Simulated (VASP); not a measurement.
# MgS (I4/mmm) in VASP: notebook, part 2 of 2

VASP 6.6.1. The steps go on from the part before.

## Step 4: Single point, PBEsol (strain -0.025 along x and y, -0.050 along z)

The input, INCAR:

```
SYSTEM = MgS
  PREC = Accurate
  ENCUT = 520
  EDIFF = 1E-6
  ISMEAR = 0
  SIGMA = 0.05
  LREAL = .False.
  LASPH = .True.
  NELM = 100
  ALGO = Normal
  ISIF = 2
  LWAVE = .False.
  LCHARG = .True.
  GGA = PS
  LELF = .True.
  LVHAR = .True.
  NBANDS = 11
```

The input, KPOINTS:

```
Automatic mesh
0
Gamma
  8 8 8
  0 0 0
```

The input, POSCAR:

```
MgS
1.0
    0.0000000000      2.5366087500      2.4715675000
    2.5366087500      0.0000000000      2.4715675000
    2.5366087500      2.5366087500      0.0000000000
Mg S
1 1
Direct
    0.0000000000      0.0000000000      0.0000000000
    0.5000000000      0.5000000000      0.5000000000
```

Potentials or basis: VASP PAW PBE potentials, release 64 (Mg, S).

The run is started by

```
cat potpaw_PBE.64/Mg/POTCAR potpaw_PBE.64/S/POTCAR > POTCAR
mpirun -np 1 vasp_std > vasp.out
```

OUTCAR:

```text
SYSTEM = MgS
   PREC = Accurate
   ENCUT = 520
   EDIFF = 1E-6
   ISMEAR = 0
   LREAL = .False.
   LASPH = .True.
   NELM = 100
   ISIF = 2
   GGA = PS

 ion  position               nearest neighbor table
   1  0.000  0.000  0.000-   2 2.47   2 2.47   2 2.54   2 2.54   2 2.54   2 2.54
   2  0.500  0.500  0.500-   1 2.47   1 2.47   1 2.54   1 2.54   1 2.54   1 2.54

  LATTYP: Found a body centered tetragonal cell.
 ALAT       =     3.5873064967
 C/A-ratio  =     1.3779516762

  Lattice vectors:

 A1 = (   0.0000000000,  -2.5366087500,  -2.4715675000)
 A2 = (   0.0000000000,   2.5366087500,  -2.4715675000)
 A3 = (   2.5366087500,   0.0000000000,   2.4715675000)

Analysis of symmetry for initial positions (statically):
=====================================================================
 Subroutine PRICEL returns:
 Original cell was already a primitive cell.

 Routine SETGRP: Setting up the symmetry group for a
 body centered tetragonal supercell.

 Subroutine GETGRP returns: Found 16 space group operations
 (whereof 16 operations were pure point group operations)
 out of a pool of 16 trial point group operations.

The static configuration has the point symmetry D_4h.

Analysis of symmetry for dynamics (positions and initial velocities):
[... 166 lines left out ...]

 k-point     1 :       0.0000    0.0000    0.0000
  band No.  band energies     occupation
      1      -8.6743      2.00000
      2       4.5601      2.00000
      3       4.6769      2.00000
      4       4.6769      2.00000
      5       9.0792      0.00000
      6      12.3145      0.00000
      7      12.3145      0.00000
      8      12.6018      0.00000
      9      14.8522      0.00000
     10      15.2416      0.00000
     11      17.1674      0.00000
[... 309 lines left out ...]
 k-point    24 :       0.3750   -0.0000    0.1250
  band No.  band energies     occupation
      1      -7.4780      2.00000
      2       0.4525      2.00000
      3       3.5107      2.00000
      4       3.7134      2.00000
      5      10.0154      0.00000
      6      11.3065      0.00000
      7      12.8843      0.00000
      8      13.3122      0.00000
      9      16.7217      0.00000
     10      17.7072      0.00000
     11      18.0265      0.00000

 [... further k-points ...]
[... 5 lines left out ...]
  --------------------------------------------------------------------------------------
  -------------------------------------------------------------------------------------
  Total        1.3523426      1.3523426      2.2851108      0.0000000      0.0000000      0.0000000
  in kB       68.1220764     68.1220764    115.1087656      0.0000000      0.0000000      0.0000000
  external PRESSURE =      83.7843061 kB  Pullay stress =       0.0000000 kB

 VOLUME and BASIS-vectors are now :
 -----------------------------------------------------------------------------
  energy-cutoff  :      520.00
  volume of cell :       31.81
      direct lattice vectors                 reciprocal lattice vectors
     0.000000000  2.536608750  2.471567500    -0.197113567  0.197113567  0.202300767
     2.536608750  0.000000000  2.471567500     0.197113567 -0.197113567  0.202300767
     2.536608750  2.536608750  0.000000000     0.197113567  0.197113567 -0.202300767

 POSITION                                       TOTAL-FORCE (eV/Angst)
 -----------------------------------------------------------------------------------
      0.00000      0.00000      0.00000        -0.000000      0.000000      0.000000
      2.53661      2.53661      2.47157         0.000000     -0.000000      0.000000
 -----------------------------------------------------------------------------------
    total drift:                                0.000000      0.000000      0.000000

  FREE ENERGIE OF THE ION-ELECTRON SYSTEM (eV)
  ---------------------------------------------------
  free  energy   TOTEN  =        -8.9972488961 eV

  energy  without entropy=       -8.9972488961  energy(sigma->0) =       -8.99724890
```

stdout:

```text
POSCAR found type information on POSCAR MgS
 POSCAR found :  2 types and       2 ions
 scaLAPACK will be used
 -----------------------------------------------------------------------------
|                                                                             |
|                                                                             |
|     You enforced a specific xc type in the INCAR file but a different       |
|     I HOPE YOU KNOW WHAT YOU ARE DOING!                                     |
|                                                                             |
 -----------------------------------------------------------------------------

 LDA part: xc-table for (Slater+PW92), standard interpolation
 POSCAR, INCAR and KPOINTS ok, starting setup
 FFT: planning ... GRIDC
 FFT: planning ... GRID_SOFT
 FFT: planning ... GRID
 WAVECAR not read
 entering main loop
```

Wall time 16 s (1 thread of Intel Xeon Platinum 8488C (Sapphire Rapids), shared host); peak memory 0.17 GiB.

What came out:

```
Free energy            : -8.9972 eV
Pressure               : 8.4 GPa
Band gap on the k mesh : 2.77 eV, indirect (least direct gap 4.40 eV)
```

Caveat: the cell differs from its parent crystal (strain -0.025 along x and y, -0.050 along z); the PAW data sets were made with another functional, which shifts forces and pressure a little.

## Step 5: Single point, PBEsol (strain -0.025 along x and y, +0.000 along z)

The input, INCAR:

```
ALGO = Normal
EDIFF = 1E-6
ENCUT = 520
GGA = PS
ISIF = 2
ISMEAR = 0
LASPH = T
LCHARG = T
LELF = T
LREAL = F
LVHAR = T
LWAVE = F
NBANDS = 11
NELM = 60
PREC = Accurate
SIGMA = 0.05
```

The input, KPOINTS:

```
k-points
0
Gamma
  8 8 8
```

The input, POSCAR:

```
MgS
1.0
    0.0000000000      2.5366087500      2.6016500000
    2.5366087500      0.0000000000      2.6016500000
    2.5366087500      2.5366087500      0.0000000000
Mg S
1 1
Direct
    0.0000000000      0.0000000000      0.0000000000
    0.5000000000      0.5000000000      0.5000000000
```

Potentials or basis: VASP PAW PBE potentials, release 64 (Mg, S).

The run is started by

```
cat potpaw_PBE.64/Mg/POTCAR potpaw_PBE.64/S/POTCAR > POTCAR
mpirun -np 1 vasp_std > vasp.out
```

OUTCAR:

```text
EDIFF = 1E-6
   ENCUT = 520
   GGA = PS
   ISIF = 2
   ISMEAR = 0
   LASPH = T
   LREAL = F
   NELM = 60
   PREC = Accurate

 ion  position               nearest neighbor table
   1  0.000  0.000  0.000-   2 2.54   2 2.54   2 2.54   2 2.54   2 2.60   2 2.60
   2  0.500  0.500  0.500-   1 2.54   1 2.54   1 2.54   1 2.54   1 2.60   1 2.60

  LATTYP: Found a body centered tetragonal cell.
 ALAT       =     3.5873064967
 C/A-ratio  =     1.4504754486

  Lattice vectors:

 A1 = (  -2.5366087500,   0.0000000000,   2.6016500000)
 A2 = (   2.5366087500,   0.0000000000,   2.6016500000)
 A3 = (   0.0000000000,   2.5366087500,  -2.6016500000)

Analysis of symmetry for initial positions (statically):
=====================================================================
 Subroutine PRICEL returns:
 Original cell was already a primitive cell.

 Routine SETGRP: Setting up the symmetry group for a
 body centered tetragonal supercell.

 Subroutine GETGRP returns: Found 16 space group operations
 (whereof 16 operations were pure point group operations)
 out of a pool of 16 trial point group operations.

The static configuration has the point symmetry D_4h.

Analysis of symmetry for dynamics (positions and initial velocities):
=====================================================================
 Subroutine PRICEL returns:
 Original cell was already a primitive cell.

 Routine SETGRP: Setting up the symmetry group for a
 body centered tetragonal supercell.

 Subroutine GETGRP returns: Found 16 space group operations
 (whereof 16 operations were pure point group operations)
 out of a pool of 16 trial point group operations.

The dynamic configuration has the point symmetry D_4h.

 Subroutine INISYM returns: Found 16 space group operations
 (whereof 16 operations are pure point group operations),
 and found     1 'primitive' translations

----------------------------------------------------------------------------------------

                                     Primitive cell

  volume of cell :      33.4800

  direct lattice vectors                    reciprocal lattice vectors
     0.000000000  2.536608750  2.601650000    -0.197113567  0.197113567  0.192185728
     2.536608750  0.000000000  2.601650000     0.197113567 -0.197113567  0.192185728
     2.536608750  2.536608750  0.000000000     0.197113567  0.197113567 -0.192185728

  length of vectors
     3.633588677  3.633588677  3.587306497     0.338589532  0.338589532  0.338589532

  position of ions in fractional coordinates (direct lattice)
     0.000000000  0.000000000  0.000000000
     0.500000000  0.500000000  0.500000000

  ion indices of the primitive-cell ions
   primitive index   ion index
                 1           1
                 2           2

----------------------------------------------------------------------------------------

 KPOINTS: k-points

Automatic generation of k-mesh.
 Grid dimensions read from file:
 generate k-points for:    8    8    8

 Generating k-lattice:

  Cartesian coordinates                     Fractional coordinates (reciprocal lattice)
    -0.024639196  0.024639196  0.024023216     0.125000000 -0.000000000  0.000000000
     0.024639196 -0.024639196  0.024023216    -0.000000000  0.125000000  0.000000000
     0.024639196  0.024639196 -0.024023216     0.000000000  0.000000000  0.125000000

  Length of vectors
     0.042323691  0.042323691  0.042323691

  Shift w.r.t. Gamma in fractional coordinates (k-lattice)
     0.000000000  0.000000000  0.000000000

 Subroutine IBZKPT returns following result:
 ===========================================

 Found     59 irreducible k-points:

 Following reciprocal coordinates:
            Coordinates               Weight
  0.000000  0.000000  0.000000      1.000000
  0.125000  0.000000  0.000000      8.000000
  0.250000  0.000000  0.000000      8.000000
  0.375000  0.000000  0.000000      8.000000
  0.500000  0.000000  0.000000      4.000000
  0.125000  0.125000  0.000000      2.000000
[... 16 lines left out ...]
  0.250000  0.000000  0.125000     16.000000
  0.375000  0.000000  0.125000     16.000000
 [... further k-points ...]
   k-points           NKPTS =     59   k-points in BZ     NKDIM =     59   number of bands    NBANDS=     11
   number of dos      NEDOS =    301   number of ions     NIONS =      2
   total plane-waves  NPLWV =  21952
   dimension x,y,z NGX =    28 NGY =   28 NGZ =   28
   dimension x,y,z NGXF=    56 NGYF=   56 NGZF=   56
   ions per type =               1   1
   NGX,Y,Z   is equivalent  to a cutoff of  12.81, 12.81, 12.98 a.u.
   NGXF,Y,Z  is equivalent  to a cutoff of  25.62, 25.62, 25.95 a.u.
 SYSTEM =  unknown system
   PREC   = accura    normal or accurate (medium, high low for compatibility)
   ISTART =      0    job   : 0-new  1-cont  2-samecut
   ICHARG =      2    charge: 1-file 2-atom 10-const
   ISPIN  =      1    spin polarized calculation?
   LNONCOLLINEAR =      F non collinear calculations
   LSORBIT =      F    spin-orbit coupling
   LASPH  =      T    aspherical Exc in radial PAW
   ENCUT  =  520.0 eV  38.22 Ry    6.18 a.u.   6.76  6.76  6.67*2*pi/ulx,y,z
   NELM   =     60;   NELMIN=  2; NELMDL= -5     # of ELM steps
   EDIFF  = 0.1E-05   stopping-criterion for ELM
   LREAL  =      F    real-space projection
   EDIFFG = 0.1E-04   stopping-criterion for IOM
   NSW    =      0    number of steps for IOM
   IBRION =     -1    ionic relax: 0-MD 1-quasi-New 2-CG
   NFREE  =      0    steps in history (QN), initial steepest desc. (CG)
   ISIF   =      2    stress and relaxation
   ISYM   =      2    0-nonsym 1-usesym 2-fastsym
   POTIM  = 0.5000    time-step for ionic-motion
   TEBEG  =    0.0;   TEEND  =   0.0 temperature during run
   PSTRESS=    0.0 pullay stress
   NELECT =       8.0000    total number of electrons
   NUPDOWN=      -1.0000    fix difference up-down
   EMIN   =  10.00;   EMAX   =-10.00  energy-range for DOS
   EFERMI =   0.00;   METHOD = LEGACY
   ISMEAR =     0;   SIGMA  =   0.05  broadening in eV -4-tet -1-fermi 0-gaus
   EFERMI_NEDOS =   21; number of points for ismear=-14 and -15
   IALGO  =     38    algorithm
   IMIX   =      4    mixing-type and parameters
     AMIX     =   0.40;   BMIX     =  1.00
     AMIX_MAG =   1.60;   BMIX_MAG =  1.00
  volume/ion in A,a.u.               =      16.74       112.97
  Fermi-wavevector in a.u.,A,eV,Ry     =   1.015881  1.919737 14.041408  1.032014
  Thomas-Fermi vector in A             =   2.149193
   LORBIT       =      0    0 simple, 1 ext, 2 COOP (PROOUT), +10 PAW based schemes
   GGA     = PS    functional components
   LHFCALC =     F    Hartree Fock is set to
   AEXX    =    0.0000 exact exchange contribution
   IVDW    =     0    specifies the selected vdW correction
   LEPSILON=     F    determine dielectric tensor
   LRPA    =     F    only Hartree local field effects (RPA)
 non-spin polarized calculation
 Gauss-broadening in eV      SIGMA  =   0.05
  energy-cutoff  :      520.00
  volume of cell :       33.48
 maximum number of plane-waves:       918
   NGX = 13   NGY = 13   NGZ = 13

 number of electron       7.9999999 magnetization

 Free energy of the ion-electron system (eV)
  ---------------------------------------------------
  ext. energy  EPLUGINS =         0.00000000
  ---------------------------------------------------
  free energy    TOTEN  =        -9.05753453 eV

  energy without entropy =       -9.05753453  energy(sigma->0) =       -9.05753453

 E-fermi :   4.4679     XC(G=0): -10.0469

 val. band max:        4.2079535364   @ k =   0.0000   0.0000   0.0000
 cond. band min:       6.9044157055   @ k =   0.5000   0.0000   0.5000
 fundamental gap:      2.6964621691
 Fermi energy:         4.4678988709

 k-point     1 :       0.0000    0.0000    0.0000
  band No.  band energies     occupation
      1      -8.8458      2.00000
      2       4.1042      2.00000
      3       4.1042      2.00000
      4       4.2080      2.00000
      5       8.1398      0.00000
      6      11.7801      0.00000
      7      12.0518      0.00000
      8      12.0518      0.00000
      9      14.3181      0.00000
     10      14.6868      0.00000
     11      16.5589      0.00000
[... 309 lines left out ...]
 k-point    24 :       0.3750    0.0000    0.1250
  band No.  band energies     occupation
      1      -7.7301      2.00000
      2       0.1198      2.00000
      3       3.1465      2.00000
      4       3.2477      2.00000
      5       9.3778      0.00000
      6      10.8697      0.00000
      7      12.1486      0.00000
      8      12.5263      0.00000
      9      15.8108      0.00000
     10      17.1153      0.00000
     11      17.2987      0.00000

 [... further k-points ...]
[... 5 lines left out ...]
  --------------------------------------------------------------------------------------
  -------------------------------------------------------------------------------------
  Total        0.8934698      0.8934698      0.1958653      0.0000000     -0.0000000      0.0000000
  in kB       42.7567453     42.7567453      9.3730800      0.0000000     -0.0000000      0.0000000
  external PRESSURE =      31.6288569 kB  Pullay stress =       0.0000000 kB

 VOLUME and BASIS-vectors are now :
 -----------------------------------------------------------------------------
  energy-cutoff  :      520.00
  volume of cell :       33.48
      direct lattice vectors                 reciprocal lattice vectors
     0.000000000  2.536608750  2.601650000    -0.197113567  0.197113567  0.192185728
     2.536608750  0.000000000  2.601650000     0.197113567 -0.197113567  0.192185728
     2.536608750  2.536608750  0.000000000     0.197113567  0.197113567 -0.192185728

 POSITION                                       TOTAL-FORCE (eV/Angst)
 -----------------------------------------------------------------------------------
      0.00000      0.00000      0.00000        -0.000000     -0.000000      0.000000
      2.53661      2.53661      2.60165         0.000000      0.000000      0.000000
 -----------------------------------------------------------------------------------
    total drift:                                0.000000      0.000000      0.000000

  FREE ENERGIE OF THE ION-ELECTRON SYSTEM (eV)
  ---------------------------------------------------
  free  energy   TOTEN  =        -9.0575345280 eV

  energy  without entropy=       -9.0575345280  energy(sigma->0) =       -9.05753453
```

OSZICAR:

```text
N       E                     dE             d eps       ncg     rms          rms(c)
DAV:   1     0.206383353545E+02    0.20638E+02   -0.35345E+03  1346   0.594E+02
DAV:   2    -0.816298634417E+01   -0.28801E+02   -0.27372E+02  1610   0.100E+02
DAV:   3    -0.940750313923E+01   -0.12445E+01   -0.12428E+01  1626   0.223E+01
DAV:   4    -0.941421708827E+01   -0.67139E-02   -0.67134E-02  1561   0.193E+00
DAV:   5    -0.941427006497E+01   -0.52977E-04   -0.52976E-04  1622   0.163E-01    0.434E+00
DAV:   6    -0.910072109389E+01    0.31355E+00   -0.63761E-01  1481   0.317E+00    0.330E+00
DAV:   7    -0.906002541546E+01    0.40696E-01   -0.18599E-01  1567   0.184E+00    0.200E+00
DAV:   8    -0.905774659819E+01    0.22788E-02   -0.96267E-03  1442   0.560E-01    0.759E-01
DAV:   9    -0.905754230024E+01    0.20430E-03   -0.48566E-04  1529   0.124E-01    0.308E-01
DAV:  10    -0.905753610747E+01    0.61928E-05   -0.15776E-04  1525   0.561E-02    0.305E-02
DAV:  11    -0.905753467839E+01    0.14291E-05   -0.44529E-06  1520   0.108E-02    0.147E-02
DAV:  12    -0.905753452798E+01    0.15042E-06   -0.35586E-07   901   0.349E-03
   1 F= -.90575345E+01 E0= -.90575345E+01  d E =-.100633E-15
```

It took 14 s on 1 thread of Intel Xeon Platinum 8488C (Sapphire Rapids), shared host; peak memory 0.16 GiB.

What came out:

- Free energy: -9.0575 eV
- Pressure: 3.2 GPa
- Band gap on the k mesh: 2.70 eV, indirect (least direct gap 3.93 eV)

Stress tensor (GPa, compression positive):
```
4.28 0.00 0.00
0.00 4.28 0.00
0.00 0.00 0.94
```

Caveat: the cell differs from its parent crystal (strain -0.025 along x and y, +0.000 along z); the PAW data sets were made with another functional, which shifts forces and pressure a little. A k mesh can miss the band edges.

## Step 6: Overview

```tsv
cell	gap on the mesh (eV)	pressure (GPa)
a = 3.588, b = 3.588, c = 3.495 Å, angles 60.9, 60.9, 58.3°, 2 atoms	2.70	8.9
a = 3.542, b = 3.542, c = 3.495 Å, angles 60.4, 60.4, 59.1°, 2 atoms	2.84	11.4
a = 3.542, b = 3.542, c = 3.587 Å, angles 59.6, 59.6, 60.9°, 2 atoms	2.77	8.4
a = 3.634, b = 3.634, c = 3.587 Å, angles 60.4, 60.4, 59.2°, 2 atoms	2.70	3.2
```

Alike in all rows: task single point; level PBEsol; potentials or basis VASP PAW PBE potentials, release 64 (Mg, S); no spin polarisation; k mesh 8 × 8 × 8; cutoff (eV) 520; smearing gaussian 0.05 eV.

Caveats: the PAW data sets were made with another functional, which shifts forces and pressure a little.

Absolute energies hang on the potentials; compare differences alone.
